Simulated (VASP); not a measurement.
Input of a VASP 6.6.1 run:

File INCAR:

```
ALGO = Normal
EDIFF = 1E-6
ENCUT = 520
GGA = PE
ISIF = 2
ISMEAR = 0
ISPIN = 2
LASPH = True
LCHARG = False
LORBIT = 11
LREAL = False
LWAVE = False
MAGMOM = 0 0 0 0 0 0 0 0 0 0 0 0 0.38
NBANDS = 70
NELM = 150
PREC = Accurate
SIGMA = 0.02
```

KPOINTS

```
k-points
0
Gamma
  3 3 3
```

POSCAR

```
Ga6HN6
1.0
    0.0000000000      0.0000000000     -5.2431684262
    4.8275562260      2.7871908866      0.0000000000
    0.0000000001     -5.5743817732      0.0000000000
Ga N H
6 6 1
Direct
    0.4989656611      0.6682097212      0.6682106100
    0.4989656611      0.3317914748      0.0000012871
    0.4989654704      1.0000003675      0.3317924724
    0.0017477981      0.3301560718      0.3301569698
    0.0017476074      0.0000004143      0.6698457886
    0.0017477981      0.6698449171      0.0000013721
    0.1256829738      0.6638083225      0.6638091285
    0.1256829738      0.3361928736      0.0000013837
    0.1256829738      1.0000005746      0.3361939609
    0.6221608262      0.3381847717      0.3381855765
    0.6221610169      0.0000006214      0.6618171991
    0.6221608262      0.6618164244      0.0000013825
    0.7733451742      0.0000010357      0.0000026706
```

Potentials or basis: VASP PAW PBE potentials, release 64 (Ga_d, N, H).

Launch:

```sh
$ cat potpaw_PBE.64/Ga_d/POTCAR potpaw_PBE.64/N/POTCAR potpaw_PBE.64/H/POTCAR > POTCAR
$ mpirun -np 1 vasp_std > vasp.out
```

Question: What does it give for the pressure?

Answer: 3.4 GPa.

Question: Predict the net moment.

Answer: 0.93 μB per cell.

Forces on the atoms (eV/Å):
```
Ga  -0.025  0.014  0.051
Ga   0.025  0.014  0.051
Ga   0.000 -0.028  0.051
Ga  -0.023  0.013  0.042
Ga   0.000 -0.027  0.042
Ga   0.023  0.013  0.042
N   -0.021  0.012  0.038
N    0.021  0.012  0.038
N    0.000 -0.024  0.038
N   -0.038  0.022  0.057
N    0.000 -0.044  0.057
N    0.038  0.022  0.057
H    0.000  0.000 -0.565
```

Caveat: the k points lie up to 0.43 Å⁻¹ apart.
